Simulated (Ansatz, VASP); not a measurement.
## Two plane-wave programs on Ti

```xyz
7
Lattice="2.9385 0.0000 0.0000 -1.4692 2.5448 0.0000 0.0000 0.0000 28.9519" Properties=species:S:1:pos:R:3 pbc="T T T"
Ti    1.4692    0.8483    7.6117
Ti    0.0000    1.6965    9.7727
Ti    1.4692    0.8483   12.1663
Ti    0.0000    1.6965   14.4760
Ti    1.4692    0.8483   16.7856
Ti    0.0000    1.6965   19.1792
Ti    1.4692    0.8483   21.3402
```

Alike in both runs: functional PBE; k mesh 12 × 12 × 1; occupations gaussian, width 0.1 eV; no spin polarisation.

Ansatz relaxed the structure, and its values are those at the end. VASP's run is a single point on that final structure, the one shown.

|  | VASP | Ansatz |
| --- | --- | --- |
| version | VASP 6.6.1 | Ansatz 0.2.0 |
| potentials or method | VASP PAW PBE potentials, release 64 (Ti_sv), cutoff 520 eV | scalar-relativistic, plane waves, PAW |
| valence electrons in the cell | 84 | 84 |

|  | VASP | Ansatz | Ansatz less VASP |
| --- | --- | --- | --- |
| gap on the k mesh at the Fermi level (eV) | none | none | - |
| rms of the force components (eV/Å) | 0.008 | 0.005 | -0.0032 |

A gap of «none» marks a metal or a gap that the smearing closes. The functional is the same, so the differences come from potentials, cutoffs and numerics. Ansatz's warnings: xc potential rough in thin density.
